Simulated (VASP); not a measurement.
Runs of VASP 6.6.1 on CsPtS. The structure is that of space group P-6m2 (No. 187), or close to it. The cells are those of the table. 

```tsv
task	spin	cell	k mesh	cutoff (eV)	gap on the mesh (eV)	pressure (GPa)	moment (μB)	relaxed volume (Å³/atom)
single point	off	a = 4.081, b = 4.081, c = 5.718 Å, angles 90.0, 90.0, 120.0°, 3 atoms	12 × 12 × 8	520	none	0.0	-	-
single point	collinear, ferromagnetic start	a = 4.723, b = 4.723, c = 5.155 Å, angles 90.0, 90.0, 120.0°, 3 atoms	6 × 6 × 4	520	none	(a)	0.49	-
relaxation of cell and atoms	off	relaxed from a = 4.080, b = 4.080, c = 5.716 Å, angles 90.0, 90.0, 120.0°, 3 atoms	12 × 12 × 8	600	none	0.0	-	27.55
single point	collinear, ferromagnetic start	a = 4.080, b = 4.080, c = 5.716 Å, angles 90.0, 90.0, 120.0°, 3 atoms	6 × 6 × 4	520	none	0.0	0.00	-
relaxation of cell and atoms	collinear, ferromagnetic start	relaxed from a = 4.723, b = 4.723, c = 5.155 Å, angles 90.0, 90.0, 120.0°, 3 atoms	6 × 6 × 4	600	none	0.0	0.00	27.49
```

Alike in all rows: level PBE; potentials or basis VASP PAW PBE potentials, release 64 (Cs_sv, Pt, S); smearing gaussian 0.1 eV.

Fill in the values left out.

(a) -6.5.

Caveats: spin-orbit coupling is left out, which moves the levels of the heavy elements; the volume moved by over 15 % at a fixed basis, so the end points are rough (some runs).

A k mesh can miss the band edges, and the runs leave out spin-orbit coupling on Cs, Pt.

A gap of «none» marks levels without a gap at the run's occupations.
